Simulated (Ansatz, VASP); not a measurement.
**AlRu: VASP beside Ansatz**

Contents of INCAR:

```
SYSTEM = AlRu
PREC = Accurate ; ENCUT = 520
EDIFF = 1E-6 ; ISMEAR = 0
SIGMA = 0.15 ; LREAL = .FALSE.
LASPH = .TRUE. ; NELM = 80
ALGO = Fast ; ISIF = 2
LWAVE = .FALSE. ; LCHARG = .FALSE.
GGA = PE ; NBANDS = 16
```

File KPOINTS:

```
regular mesh
0
G
  16 16 16
  0 0 0
```

The input POSCAR:

```
AlRu
1.0
    2.9916000000      0.0000000000      0.0000000000
    0.0000000000      2.9916000000      0.0000000000
    0.0000000000      0.0000000000      3.0215160000
Al Ru
1 1
Direct
    0.0000000000      0.0000000000      0.0000000000
    0.5000000000      0.5000000000      0.5000000000
```

Input for Ansatz:

```yaml
crystal:
  lattice:
    - [2.9916, 0.0, 0.0]
    - [0.0, 2.9916, 0.0]
    - [0.0, 0.0, 3.021516]
  atoms:
    - { symbol: Al, position: [0.0, 0.0, 0.0] }
    - { symbol: Ru, position: [0.5, 0.5, 0.5] }
basis:
  ecutwfc: 420
kpoints:
  mp_grid: { grid: [16, 16, 16] }
hamiltonian:
  xc: pbe
scf:
  occupations: { method: gaussian, width: 0.15 }
output:
  forces: true
  stress: true
  eigenvalues: true
```

Change from the starting cell: strain +0.0100 x Voigt [0, 0, 1, 0, 0, 0], atoms carried along.

Alike in both runs: task single point; functional PBE; k mesh 16 × 16 × 16; occupations gaussian, width 0.15 eV; no spin polarisation.

|  | VASP | Ansatz |
| --- | --- | --- |
| version | VASP 6.6.1 | Ansatz 0.2.0 |
| potentials or method | VASP PAW PBE potentials, release 64 (Al, Ru_pv), cutoff 520 eV | scalar-relativistic, plane waves, PAW |
| valence electrons in the cell | 17 | 19 |

```csv
,VASP,Ansatz,Ansatz less VASP
gap on the k mesh at the Fermi level (eV),none,none,-
pressure (GPa),0.5,0.5,+0.02
"traceless stress, the component that is largest in VASP (GPa)",-1.11,-1.10,+0.005
```

A gap of «none» marks a metal or a gap that the smearing closes. With one functional, cell and mesh, what is left measures potentials, basis and numerics. VASP's potentials hold 17 valence electrons a cell and Ansatz's 19, so a difference there can come from the potentials and not from the codes.
